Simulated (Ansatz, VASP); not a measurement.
One calculation of YN, two programs

INCAR

```
SYSTEM = YN
PREC     = Accurate       ! precision mode
ENCUT    = 600            ! plane-wave cutoff, eV
EDIFF    = 1E-6           ! SCF threshold, eV
ISMEAR   = -1             ! smearing method
SIGMA    = 0.03           ! smearing width, eV
LREAL    = .FALSE.        ! projectors in reciprocal space
LASPH    = .TRUE.         ! aspherical terms in the spheres
NELM     = 120            ! most SCF steps
ALGO     = Normal         ! electronic algorithm
ISIF     = 2              ! what is computed and relaxed
LWAVE    = .FALSE.        ! write WAVECAR
LCHARG   = .FALSE.        ! write CHGCAR
GGA      = PE             ! functional
NBANDS   = 15             ! bands
GGA_COMPAT= .FALSE.
```

File KPOINTS:

```
Automatic mesh
0
G
  9 9 9
  0 0 0
```

POSCAR

```
YN
1.0
    0.0000000000      2.4705892062      2.4705892062
    2.4705892062      0.0000000000      2.4705892062
    2.4705892062      2.4705892062      0.0000000000
Y N
1 1
Direct
    0.0000000000      0.0000000000      0.0000000000
    0.5000000000      0.5000000000      0.5000000000
```

Input for Ansatz:

```yaml
crystal:
  lattice:
    - [0.0, 2.4705892062, 2.4705892062]
    - [2.4705892062, 0.0, 2.4705892062]
    - [2.4705892062, 2.4705892062, 0.0]
  atoms:
    - { symbol: "Y", position: [0.0, 0.0, 0.0] }
    - { symbol: "N", position: [0.5, 0.5, 0.5] }
kpoints:
  mp_grid: { grid: [9, 9, 9] }
  band_path:
    path:
      - [0.0, 0.0, 0.0]
      - [0.5, 0.0, 0.5]
      - [0.625, 0.25, 0.625]
      - [0.375, 0.375, 0.75]
      - [0.0, 0.0, 0.0]
      - [0.5, 0.5, 0.5]
      - [0.5, 0.25, 0.75]
      - [0.5, 0.0, 0.5]
    npoints: 5
scf:
  occupations: { method: fermi_dirac, width: 0.03 }
hamiltonian:
  xc: pbe
  pseudopotentials: { kind: all_electron, lapw: { basis_error: 0.0005 } }
output:
  forces: true
  stress: true
  eigenvalues: true
```

Change from the starting cell: volume scaled by 1.04.

Alike in both runs: task single point; functional PBE; k mesh 9 × 9 × 9; occupations fermi-dirac, width 0.03 eV; no spin polarisation.

|  | VASP | Ansatz |
| --- | --- | --- |
| version | VASP 6.6.1 | Ansatz 0.2.0 |
| potentials or method | VASP PAW PBE potentials, release 64 (Y_sv, N), cutoff 600 eV | all-electron LAPW, scalar-relativistic |

|  | VASP | Ansatz | Ansatz less VASP |
| --- | --- | --- | --- |
| pressure (GPa) | -3.5 | -3.2 | +0.25 |

Ansatz ran all-electron here, and VASP with PAW potentials.
